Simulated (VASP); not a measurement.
Here is a VASP 6.6.1 calculation.

The input INCAR:

```
SYSTEM = Cu
ALGO = Fast
EDIFF = 1E-7
ENCUT = 520
GGA = PS
ISIF = 2
ISMEAR = 0
LASPH = .TRUE.
LCHARG = .TRUE.
LELF = .TRUE.
LREAL = .FALSE.
LVHAR = .TRUE.
LWAVE = .FALSE.
NBANDS = 54
NELM = 60
PREC = Accurate
SIGMA = 0.15
```

File KPOINTS:

```
k-points
0
G
  8 8 8
  0 0 0
```

POSCAR

```
Cu
1.0
    1.2147975457      3.9598457492     -2.4677050578
    1.2147975457      3.9598457492      2.4677050578
    4.8591901826      0.0000000000      0.0000000000
Cu
8
Direct
    0.2381497362      0.4906604109      0.0700786432
    0.7621274925      0.9945527691      0.0448616754
    0.2381497362      0.4906604109      0.5700786432
    0.7381497362      0.9906604109      0.5700786432
    0.2558558248      0.0083664995      0.4362255988
    0.7558558248      0.5083664995      0.4362255988
    0.2558558248      0.0083664995      0.9362255988
    0.7558558248      0.5083664995      0.9362255988
```

Potentials or basis: VASP PAW PBE potentials, release 64 (Cu).

The run is started by

```bash
$ cat potpaw_PBE.64/Cu/POTCAR > POTCAR
$ mpirun -np 1 vasp_std > vasp.out
```

Estimate the band gap on the k mesh.

zero (bands 44 and 45 overlap by 2.66 eV).

What does it give for the pressure?

0.9 GPa.

What does it give for the largest force?

1.079 eV/Å.

Stress tensor (GPa, compression positive):
```
 0.41  0.71 -0.08
 0.71  1.00 -0.12
-0.08 -0.12  1.34
```

Caveat: the cell differs from its parent crystal (atom 2 moved 0.15 Å); the PAW data sets were made with another functional, which shifts forces and pressure a little.
